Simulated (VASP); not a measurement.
Here is a VASP 6.6.1 calculation.

INCAR

```
SYSTEM = TiO2
PREC = Accurate
ENCUT = 600
EDIFF = 1E-6
ISMEAR = -1
SIGMA = 0.05
LREAL = .False.
LASPH = .True.
NELM = 60
ALGO = Normal
ISIF = 3
LWAVE = .False.
LCHARG = .False.
GGA = PS
IBRION = 2
NSW = 60
EDIFFG = -0.01
```

KPOINTS

```
Automatic mesh
0
Gamma
  6 5 6
  0 0 0
```

The input POSCAR:

```
TiO2
1.0
    4.5453495500      0.0000000000      0.0000000000
    0.0000000000      5.5196194400      0.0000000000
    0.0000000000      0.0000000000      4.9091968600
Ti O
4 8
Direct
    0.0000000000      0.1729909300      0.7500000000
    0.5000000000      0.3270090700      0.2500000000
    0.0000000000      0.8270090700      0.2500000000
    0.5000000000      0.6729909300      0.7500000000
    0.2714506200      0.3817246400      0.9186490800
    0.7714506200      0.1182753600      0.0813509200
    0.2285493800      0.1182753600      0.4186490800
    0.7285493800      0.3817246400      0.5813509200
    0.2714506200      0.6182753600      0.4186490800
    0.7714506200      0.8817246400      0.5813509200
    0.2285493800      0.8817246400      0.9186490800
    0.7285493800      0.6182753600      0.0813509200
```

Potentials or basis: VASP PAW PBE potentials, release 64 (Ti_sv, O).

Launch:

```bash
$ cat potpaw_PBE.64/Ti_sv/POTCAR potpaw_PBE.64/O/POTCAR > POTCAR
$ mpirun -np 1 vasp_std > vasp.out
```

Task: Predict the band gap on the k mesh.

Result: 2.62 eV (least direct gap 2.68 eV).

Task: What does it give for the relaxed volume?

Result: 10.16 Å³/atom.

Task: Estimate the space group after relaxing (to 0.1 Å).

Result: Pbcn (No. 60).

Forces in eV/Å, atoms in the order of the input:
```
Ti   0.000  0.005  0.000
Ti   0.000 -0.005  0.000
Ti   0.000 -0.005  0.000
Ti   0.000  0.005  0.000
O    0.000  0.002  0.004
O    0.000 -0.002 -0.004
O    0.000 -0.002  0.004
O    0.000  0.002 -0.004
O    0.000 -0.002  0.004
O    0.000  0.002 -0.004
O    0.000  0.002  0.004
O    0.000 -0.002 -0.004
```

Caveat: the PAW data sets were made with another functional, which shifts forces and pressure a little. A k mesh can miss the band edges.
